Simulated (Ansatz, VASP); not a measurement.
One calculation of RbSi2, two programs

```
Rb Si
1.0
    -3.00324    3.00324    4.00418
     3.00324   -3.00324    4.00418
     3.00324    3.00324   -4.00418
Rb Si
2 4
Direct
  0.58859 0.58859 0.00000
  0.33859 0.83859 0.50000
  0.38658 0.18490 0.20168
  0.98323 0.18490 0.79832
  0.93490 0.63658 0.70168
  0.93490 0.23323 0.29832
```

Alike in both runs: task relaxation of cell and atoms; functional PBE; k mesh 10 × 10 × 10; occupations gaussian, width 0.1 eV; no spin polarisation.

|  | VASP | Ansatz |
| --- | --- | --- |
| version | VASP 6.6.1 | Ansatz 0.2.0 |
| potentials or method | VASP PAW PBE potentials, release 64 (Rb_sv, Si), cutoff 600 eV | scalar-relativistic, plane waves, PAW |
| valence electrons in the cell | 34 | 34 |

```tsv
	VASP	Ansatz	Ansatz less VASP
gap on the k mesh at the Fermi level, each at its own relaxed structure (eV)	none	none	-
relaxed volume (Å³/atom)	23.94	23.87	-0.071
relaxed length of the cell vector where the two differ most in proportion (Å)	5.825	5.819	-0.0056
```

A gap of «none» marks a metal or a gap that the smearing closes.
